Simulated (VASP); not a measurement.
# SiC2 (P-3m1) in VASP: further runs

SiC2 is run at these levels: HSE06, PBE0; tasks: single point.

Everything below comes from runs of VASP 6.6.1. Logs are shortened: lines on timing, memory, paths and dates and some standing lists are left out, and cuts for length are marked.

## 1. The cell of the first run

Symmetry: P-3m1, No. 164, trigonal system. The conventional cell has a = 2.938 Å, b = 2.938 Å, c = 7.226 Å, α = 90.00°, β = 90.00°, γ = 120.00°. Within 2.1 Å of C (site symmetry 3m) lie 1 C at 1.61 Å and 3 Si at 1.82 Å. Within 2.4 Å of C (site symmetry 3m) lie 3 C at 1.77 Å and 1 Si at 1.89 Å. Within 2.4 Å of Si (site symmetry 3m) lie 4 C at 1.82 to 1.89 Å.

## 2. Single point, HSE06

File POSCAR:

```
SiC2
1.0
    2.9375683921      0.0000000000      0.0000000000
   -1.4687841961      2.5440088529      0.0000000000
    0.0000000000      0.0000000000      7.2261035319
C Si
4 2
Direct
    0.0000000000      0.0000000000      0.8886544379
    0.6666666667      0.3333333333      0.5352853117
    0.3333333333      0.6666666667      0.4647146883
    0.0000000000      0.0000000000      0.1113455621
    0.3333333333      0.6666666667      0.2036870810
    0.6666666667      0.3333333333      0.7963129190
```

File INCAR.step1:

```
SYSTEM = SiC2
  PREC = Accurate
  ENCUT = 520
  EDIFF = 1E-5
  ISMEAR = 0
  SIGMA = 0.01
  LREAL = .FALSE.
  LASPH = .TRUE.
  NELM = 60
  ALGO = Normal
  ISIF = 2
  LWAVE = .TRUE.
  GGA = PE
  NBANDS = 21
```

File INCAR.step2:

```
SYSTEM = SiC2
  PREC = Accurate
  ENCUT = 520
  EDIFF = 1E-7
  ISMEAR = 0
  SIGMA = 0.01
  LREAL = .FALSE.
  LASPH = .TRUE.
  NELM = 60
  ALGO = Normal
  ISIF = 2
  LWAVE = .FALSE.
  LCHARG = .TRUE.
  GGA = PE
  LHFCALC = .TRUE.
  HFSCREEN = 0.2079
  PRECFOCK = Fast
  LELF = .TRUE.
  LVHAR = .TRUE.
  ISTART = 1
  NBANDS = 21
```

File KPOINTS:

```
Automatic mesh
0
G
  6 6 2
  0 0 0
```

Potentials or basis: VASP PAW PBE potentials, release 64 (C, Si).

The run is started by

```bash
> cat potpaw_PBE.64/C/POTCAR potpaw_PBE.64/Si/POTCAR > POTCAR
> cp INCAR.step1 INCAR
> mpirun -np 1 vasp_std > vasp.out
> cp INCAR.step2 INCAR
> mpirun -np 1 vasp_std > vasp.out
```

OUTCAR:

```text
SYSTEM = SiC2
   PREC = Accurate
   ENCUT = 520
   EDIFF = 1E-7
   ISMEAR = 0
   LREAL = .FALSE.
   LASPH = .TRUE.
   NELM = 60
   ISIF = 2
   GGA = PE
   LHFCALC = .TRUE.
   HFSCREEN = 0.2079
   PRECFOCK = Fast
   ISTART = 1

 ion  position               nearest neighbor table
   1  0.000  0.000  0.889-   4 1.61   6 1.82   6 1.82   6 1.82
   2  0.667  0.333  0.535-   3 1.77   3 1.77   3 1.77   6 1.89
   3  0.333  0.667  0.465-   2 1.77   2 1.77   2 1.77   5 1.89
   4  0.000  0.000  0.111-   1 1.61   5 1.82   5 1.82   5 1.82
   5  0.333  0.667  0.204-   4 1.82   4 1.82   4 1.82   3 1.89
   6  0.667  0.333  0.796-   1 1.82   1 1.82   1 1.82   2 1.89

  LATTYP: Found a hexagonal cell.
 ALAT       =     2.9375683921
 C/A-ratio  =     2.4598928663

  Lattice vectors:

 A1 = (   2.9375683921,   0.0000000000,   0.0000000000)
 A2 = (  -1.4687841961,   2.5440088529,   0.0000000000)
 A3 = (   0.0000000000,   0.0000000000,   7.2261035319)

Analysis of symmetry for initial positions (statically):
=====================================================================
 Subroutine PRICEL returns:
 Original cell was already a primitive cell.

 Routine SETGRP: Setting up the symmetry group for a
 hexagonal supercell.

 Subroutine GETGRP returns: Found 12 space group operations
 (whereof 12 operations were pure point group operations)
 out of a pool of 24 trial point group operations.

The static configuration has the point symmetry D_3d.

Analysis of symmetry for dynamics (positions and initial velocities):
=====================================================================
 Subroutine PRICEL returns:
 Original cell was already a primitive cell.

 Routine SETGRP: Setting up the symmetry group for a
 hexagonal supercell.

 Subroutine GETGRP returns: Found 12 space group operations
 (whereof 12 operations were pure point group operations)
 out of a pool of 24 trial point group operations.

The dynamic configuration has the point symmetry D_3d.

 Subroutine INISYM returns: Found 12 space group operations
 (whereof 12 operations are pure point group operations),
 and found     1 'primitive' translations

----------------------------------------------------------------------------------------

                                     Primitive cell

  volume of cell :      54.0021

  direct lattice vectors                    reciprocal lattice vectors
     2.937568392  0.000000000  0.000000000     0.340417606  0.196540197  0.000000000
    -1.468784196  2.544008853  0.000000000     0.000000000  0.393080393  0.000000000
     0.000000000  0.000000000  7.226103532     0.000000000  0.000000000  0.138387168

  length of vectors
     2.937568392  2.937568392  7.226103532     0.393080393  0.393080393  0.138387168

  position of ions in fractional coordinates (direct lattice)
     0.000000000  0.000000000  0.888654438
     0.666666667  0.333333333  0.535285312
     0.333333333  0.666666667  0.464714688
     0.000000000  0.000000000  0.111345562
     0.333333333  0.666666667  0.203687081
     0.666666667  0.333333333  0.796312919

  ion indices of the primitive-cell ions
   primitive index   ion index
                 1           1
                 2           2
                 3           3
                 4           4
                 5           5
                 6           6

----------------------------------------------------------------------------------------

 KPOINTS: Automatic mesh

Automatic generation of k-mesh.
 Grid dimensions read from file:
 generate k-points for:    6    6    2

 Generating k-lattice:

  Cartesian coordinates                     Fractional coordinates (reciprocal lattice)
     0.056736268  0.032756699  0.000000000     0.166666667 -0.000000000  0.000000000
     0.000000000  0.065513399  0.000000000     0.000000000  0.166666667  0.000000000
     0.000000000  0.000000000  0.069193584     0.000000000  0.000000000  0.500000000

  Length of vectors
     0.065513399  0.065513399  0.069193584

  Shift w.r.t. Gamma in fractional coordinates (k-lattice)
     0.000000000  0.000000000  0.000000000

 Subroutine IBZKPT returns following result:
 ===========================================

 Found     14 irreducible k-points:

 Following reciprocal coordinates:
            Coordinates               Weight
  0.000000  0.000000  0.000000      1.000000
  0.166667  0.000000  0.000000      6.000000
  0.333333  0.000000  0.000000      6.000000
  0.500000  0.000000  0.000000      3.000000
  0.166667  0.166667  0.000000      6.000000
  0.333333  0.166667  0.000000     12.000000
  0.333333  0.333333  0.000000      2.000000
  0.000000  0.000000  0.500000      1.000000
  0.166667  0.000000  0.500000      6.000000
  0.333333  0.000000  0.500000      6.000000
  0.500000  0.000000  0.500000      3.000000
  0.166667  0.166667  0.500000      6.000000
  0.333333  0.166667  0.500000     12.000000
  0.333333  0.333333  0.500000      2.000000
   k-points           NKPTS =     14   k-points in BZ     NKDIM =     72   number of bands    NBANDS=     21
   number of dos      NEDOS =    301   number of ions     NIONS =      6
   total plane-waves  NPLWV =  31104
   dimension x,y,z NGX =    24 NGY =   24 NGZ =   54
   dimension x,y,z NGXF=    48 NGYF=   48 NGZF=  108
   ions per type =               4   2
   NGX,Y,Z   is equivalent  to a cutoff of  13.58, 13.58, 12.42 a.u.
   NGXF,Y,Z  is equivalent  to a cutoff of  27.16, 27.16, 24.85 a.u.
 SYSTEM =  SiC2
   PREC   = accura    normal or accurate (medium, high low for compatibility)
   ISTART =      1    job   : 0-new  1-cont  2-samecut
   ICHARG =      0    charge: 1-file 2-atom 10-const
   ISPIN  =      1    spin polarized calculation?
   LNONCOLLINEAR =      F non collinear calculations
   LSORBIT =      F    spin-orbit coupling
   LASPH  =      T    aspherical Exc in radial PAW
   ENCUT  =  520.0 eV  38.22 Ry    6.18 a.u.   5.46  5.46 13.44*2*pi/ulx,y,z
   NELM   =     60;   NELMIN=  2; NELMDL=  0     # of ELM steps
   EDIFF  = 0.1E-06   stopping-criterion for ELM
   LREAL  =      F    real-space projection
   EDIFFG = 0.1E-05   stopping-criterion for IOM
   NSW    =      0    number of steps for IOM
   IBRION =     -1    ionic relax: 0-MD 1-quasi-New 2-CG
   NFREE  =      0    steps in history (QN), initial steepest desc. (CG)
   ISIF   =      2    stress and relaxation
   ISYM   =      3    0-nonsym 1-usesym 2-fastsym
   POTIM  = 0.5000    time-step for ionic-motion
   TEBEG  =    0.0;   TEEND  =   0.0 temperature during run
   PSTRESS=    0.0 pullay stress
   NELECT =      24.0000    total number of electrons
   NUPDOWN=      -1.0000    fix difference up-down
   EMIN   =  10.00;   EMAX   =-10.00  energy-range for DOS
   EFERMI =   0.00;   METHOD = LEGACY
   ISMEAR =     0;   SIGMA  =   0.01  broadening in eV -4-tet -1-fermi 0-gaus
   EFERMI_NEDOS =   21; number of points for ismear=-14 and -15
   IALGO  =     38    algorithm
   IMIX   =      1    mixing-type and parameters
     AMIX     =   0.40;   BMIX     =  1.00
     AMIX_MAG =   1.60;   BMIX_MAG =  1.00
  volume/ion in A,a.u.               =       9.00        60.74
  Fermi-wavevector in a.u.,A,eV,Ry     =   1.249324  2.360879 21.236106  1.560810
  Thomas-Fermi vector in A             =   2.383370
   LORBIT       =      0    0 simple, 1 ext, 2 COOP (PROOUT), +10 PAW based schemes
   GGA     = PE    functional components
   LHFCALC =     T    Hartree Fock is set to
   PRECFOCK=fast      Normal, Fast or Accurate (Low or Medium for compatibility)
   ENCUT4O =  -1.0   cutoff for four orbital integrals eV
   NKREDX  =     1    reduce k-point grid by
   NKREDY  =     1    reduce k-point grid by
   NKREDZ  =     1    reduce k-point grid by
   AEXX    =    0.2500 exact exchange contribution
   HFSCREEN=    0.2079 screening length (either q_TF or 0.3 A-1)
   HFSCREENC=   0.2079 screening length for correlation (either q_TF or 0.3 A-1)
   ENCUTFOCK=  -1.0 apply spherical cutoff to Coloumb kernel
   IVDW    =     0    specifies the selected vdW correction
   LEPSILON=     F    determine dielectric tensor
   LRPA    =     F    only Hartree local field effects (RPA)
 non-spin polarized calculation
 Gauss-broadening in eV      SIGMA  =   0.01
  energy-cutoff  :      520.00
  volume of cell :       54.00
 maximum number of plane-waves:      1515
 NGX is ok and might be reduce to    24
  NGX = 12; NGY = 12; NGZ = 30

 number of electron      24.0000002 magnetization

 Free energy of the ion-electron system (eV)
  ---------------------------------------------------
  ext. energy  EPLUGINS =         0.00000000
  ---------------------------------------------------
  free energy    TOTEN  =       -52.44131502 eV

  energy without entropy =      -52.44131502  energy(sigma->0) =      -52.44131502

 E-fermi :   8.7641     XC(G=0):  -9.6082

 val. band max:        8.6348625874   @ k =   0.0000   0.0000   0.0000
 cond. band min:      11.1939308128   @ k =   0.5000   0.0000   0.0000
 fundamental gap:      2.5590682254
 Fermi energy:         8.7641155817

 k-point     1 :       0.0000    0.0000    0.0000
  band No.  band energies     occupation
      1     -10.9080      2.00000
      2      -9.1818      2.00000
      3      -7.4530      2.00000
      4      -0.5706      2.00000
      5       0.1655      2.00000
      6       5.7570      2.00000
[... 13 lines left out ...]
     20      17.9268      0.00000
     21      18.1631      0.00000

 k-point     2 :       0.1667    0.0000    0.0000
  band No.  band energies     occupation
      1     -10.3534      2.00000
      2      -8.6783      2.00000
      3      -6.8793      2.00000
      4      -0.3373      2.00000
      5       0.5397      2.00000
      6       3.1591      2.00000
[... 13 lines left out ...]
     20      18.4435      0.00000
     21      18.5922      0.00000
[... 247 lines left out ...]
      5      -1.7197      2.00000
      6       0.9106      2.00000
[... 13 lines left out ...]
     20      18.7519      0.00000
     21      19.1938      0.00000

 k-point    14 :       0.3333    0.3333    0.5000
  band No.  band energies     occupation
      1      -6.3411      2.00000
      2      -4.7759      2.00000
      3      -4.7759      2.00000
      4      -2.7152      2.00000
      5      -1.1133      2.00000
      6      -1.1133      2.00000
[... 13 lines left out ...]
     20      17.7095      0.00000
     21      20.0502      0.00000

------------------------ aborting loop because EDIFF is reached ----------------------------------------

  FORCE on cell =-STRESS in cart. coord.  units (eV):
  Direction    XX          YY          ZZ          XY          YZ          ZX
  --------------------------------------------------------------------------------------
  -------------------------------------------------------------------------------------
  Total       -0.9464491     -0.9464491     -1.0041120      0.0000000      0.0000000      0.0000000
  in kB      -28.0799958    -28.0799958    -29.7907857      0.0000000      0.0000000      0.0000000
  external PRESSURE =     -28.6502591 kB  Pullay stress =       0.0000000 kB

 VOLUME and BASIS-vectors are now :
 -----------------------------------------------------------------------------
  energy-cutoff  :      520.00
  volume of cell :       54.00
      direct lattice vectors                 reciprocal lattice vectors
     2.937568392  0.000000000  0.000000000     0.340417606  0.196540197  0.000000000
    -1.468784196  2.544008853  0.000000000     0.000000000  0.393080393  0.000000000
     0.000000000  0.000000000  7.226103532     0.000000000  0.000000000  0.138387168

 POSITION                                       TOTAL-FORCE (eV/Angst)
 -----------------------------------------------------------------------------------
      0.00000      0.00000      6.42151        -0.000000      0.000000      0.222274
      1.46878      0.84800      3.86803         0.000000      0.000000     -0.262768
     -0.00000      1.69601      3.35808        -0.000000      0.000000      0.262768
      0.00000      0.00000      0.80459        -0.000000     -0.000000     -0.222274
     -0.00000      1.69601      1.47186         0.000000      0.000000     -0.000550
      1.46878      0.84800      5.75424         0.000000      0.000000      0.000550
 -----------------------------------------------------------------------------------
    total drift:                               -0.000000      0.000000      0.000000

  FREE ENERGIE OF THE ION-ELECTRON SYSTEM (eV)
  ---------------------------------------------------
  free  energy   TOTEN  =       -52.4413150158 eV

  energy  without entropy=      -52.4413150158  energy(sigma->0) =      -52.44131502
```

Run time: 8.4 min. Hardware: 1 thread of Intel Xeon Platinum 8259CL at 2.50GHz (Skylake/Cascade Lake), shared host; peak memory 0.27 GiB.

What came out:

```yaml
Free_energy: -52.4413 eV
Pressure: -2.9 GPa
Largest_force: 0.263 eV/Å
Band_gap_on_the_k_mesh: 2.56 eV (least direct gap 3.32 eV)
```

Forces in eV/Å, atoms in the order of the input:
```
C    0.000  0.000  0.222
C    0.000  0.000 -0.263
C    0.000  0.000  0.263
C    0.000  0.000 -0.222
Si   0.000  0.000 -0.001
Si   0.000  0.000  0.001
```

Stress tensor (GPa, compression positive):
```
-2.81  0.00  0.00
 0.00 -2.81  0.00
 0.00  0.00 -2.98
```

Levels at points of the mesh, in eV from the valence-band top:
| k point | band 10 | band 11 | band 12 | band 13 | band 14 | band 15 |
| --- | --- | --- | --- | --- | --- | --- |
| (0.00, 0.00, 0.00) | -0.64 | 0.00 | 0.00 | 3.32 | 4.96 | 4.96 |
| (0.50, 0.00, 0.00) | -4.43 | -4.26 | -2.09 | 2.56 | 2.98 | 4.31 |
| (0.00, 0.00, 0.50) | -2.51 | -0.08 | -0.08 | 3.47 | 5.09 | 5.09 |
| (0.50, 0.00, 0.50) | -4.81 | -2.89 | -1.82 | 3.12 | 3.51 | 4.58 |

Caveat: the k points lie up to 0.43 Å⁻¹ apart; the PAW data sets were made with another functional, which shifts forces and pressure a little.

## 3. Single point, PBE0

POSCAR is that of step 2.

File INCAR.step1:

```
ALGO = Normal
EDIFF = 1E-5
ENCUT = 520
GGA = PE
ISIF = 2
ISMEAR = 0
LASPH = T
LCHARG = F
LREAL = F
LWAVE = T
NBANDS = 21
NELM = 80
PREC = Accurate
SIGMA = 0.01
```

File INCAR.step2:

```
AEXX = 0.25
ALGO = Normal
EDIFF = 1E-7
ENCUT = 520
GGA = PE
ISIF = 2
ISMEAR = 0
ISTART = 1
LASPH = T
LCHARG = F
LHFCALC = T
LREAL = F
LWAVE = F
NBANDS = 21
NELM = 80
PREC = Accurate
PRECFOCK = Fast
SIGMA = 0.01
```

File KPOINTS:

```
k-points
0
Gamma
  6 6 2
```

Potentials or basis: VASP PAW PBE potentials, release 64 (C, Si).

The run is started by

```bash
> cat potpaw_PBE.64/C/POTCAR potpaw_PBE.64/Si/POTCAR > POTCAR
> cp INCAR.step1 INCAR
> mpirun -np 1 vasp_std > vasp.out
> cp INCAR.step2 INCAR
> mpirun -np 1 vasp_std > vasp.out
```

OUTCAR:

```text
AEXX = 0.25
   EDIFF = 1E-7
   ENCUT = 520
   GGA = PE
   ISIF = 2
   ISMEAR = 0
   ISTART = 1
   LASPH = T
   LHFCALC = T
   LREAL = F
   NELM = 80
   PREC = Accurate
   PRECFOCK = Fast

 ion  position               nearest neighbor table
   1  0.000  0.000  0.889-   4 1.61   6 1.82   6 1.82   6 1.82
   2  0.667  0.333  0.535-   3 1.77   3 1.77   3 1.77   6 1.89
   3  0.333  0.667  0.465-   2 1.77   2 1.77   2 1.77   5 1.89
   4  0.000  0.000  0.111-   1 1.61   5 1.82   5 1.82   5 1.82
   5  0.333  0.667  0.204-   4 1.82   4 1.82   4 1.82   3 1.89
   6  0.667  0.333  0.796-   1 1.82   1 1.82   1 1.82   2 1.89

  LATTYP: Found a hexagonal cell.
 ALAT       =     2.9375683921
 C/A-ratio  =     2.4598928663

  Lattice vectors:

 A1 = (   2.9375683921,   0.0000000000,   0.0000000000)
 A2 = (  -1.4687841961,   2.5440088529,   0.0000000000)
 A3 = (   0.0000000000,   0.0000000000,   7.2261035319)

Analysis of symmetry for initial positions (statically):
[... 178 lines left out ...]

 E-fermi :   8.3591     XC(G=0):  -9.2003

 val. band max:        8.2457796838   @ k =   0.0000   0.0000   0.0000
 cond. band min:      11.5676417702   @ k =   0.5000   0.0000   0.0000
 fundamental gap:      3.3218620863
 Fermi energy:         8.3591461789

 k-point     1 :       0.0000    0.0000    0.0000
  band No.  band energies     occupation
      1     -11.3406      2.00000
      2      -9.6113      2.00000
      3      -7.8878      2.00000
      4      -0.9964      2.00000
      5      -0.2615      2.00000
      6       5.3697      2.00000
[... 325 lines left out ...]
     20      18.1148      0.00000
     21      20.4515      0.00000

------------------------ aborting loop because EDIFF is reached ----------------------------------------

  FORCE on cell =-STRESS in cart. coord.  units (eV):
  Direction    XX          YY          ZZ          XY          YZ          ZX
  --------------------------------------------------------------------------------------
  -------------------------------------------------------------------------------------
  Total       -1.0406977     -1.0406977     -1.0739416      0.0000000      0.0000000      0.0000000
  in kB      -30.8762402    -30.8762402    -31.8625465      0.0000000      0.0000000      0.0000000
  external PRESSURE =     -31.2050090 kB  Pullay stress =       0.0000000 kB

 VOLUME and BASIS-vectors are now :
 -----------------------------------------------------------------------------
  energy-cutoff  :      520.00
  volume of cell :       54.00
      direct lattice vectors                 reciprocal lattice vectors
     2.937568392  0.000000000  0.000000000     0.340417606  0.196540197  0.000000000
    -1.468784196  2.544008853  0.000000000     0.000000000  0.393080393  0.000000000
     0.000000000  0.000000000  7.226103532     0.000000000  0.000000000  0.138387168

 POSITION                                       TOTAL-FORCE (eV/Angst)
 -----------------------------------------------------------------------------------
      0.00000      0.00000      6.42151         0.000000     -0.000000      0.225330
      1.46878      0.84800      3.86803         0.000000      0.000000     -0.267988
     -0.00000      1.69601      3.35808         0.000000     -0.000000      0.267988
      0.00000      0.00000      0.80459        -0.000000      0.000000     -0.225330
     -0.00000      1.69601      1.47186        -0.000000     -0.000000     -0.003050
      1.46878      0.84800      5.75424         0.000000      0.000000      0.003050
 -----------------------------------------------------------------------------------
    total drift:                               -0.000000     -0.000000     -0.000000

  FREE ENERGIE OF THE ION-ELECTRON SYSTEM (eV)
  ---------------------------------------------------
  free  energy   TOTEN  =       -55.6494320481 eV

  energy  without entropy=      -55.6494320481  energy(sigma->0) =      -55.64943205
```

Run time: 8.9 min. Hardware: 1 thread of Intel Xeon Platinum 8259CL at 2.50GHz (Skylake/Cascade Lake), shared host; peak memory 0.17 GiB.

Results:

- Free energy: -55.6494 eV
- Pressure: -3.1 GPa
- Largest force: 0.268 eV/Å
- Band gap on the k mesh: 3.32 eV (least direct gap 4.09 eV)

Forces on the atoms (eV/Å):
```
C    0.000  0.000  0.225
C    0.000  0.000 -0.268
C    0.000  0.000  0.268
C    0.000  0.000 -0.225
Si   0.000  0.000 -0.003
Si   0.000  0.000  0.003
```

Caveat: the k points lie up to 0.43 Å⁻¹ apart; the PAW data sets were made with another functional, which shifts forces and pressure a little. A k mesh can miss the band edges.
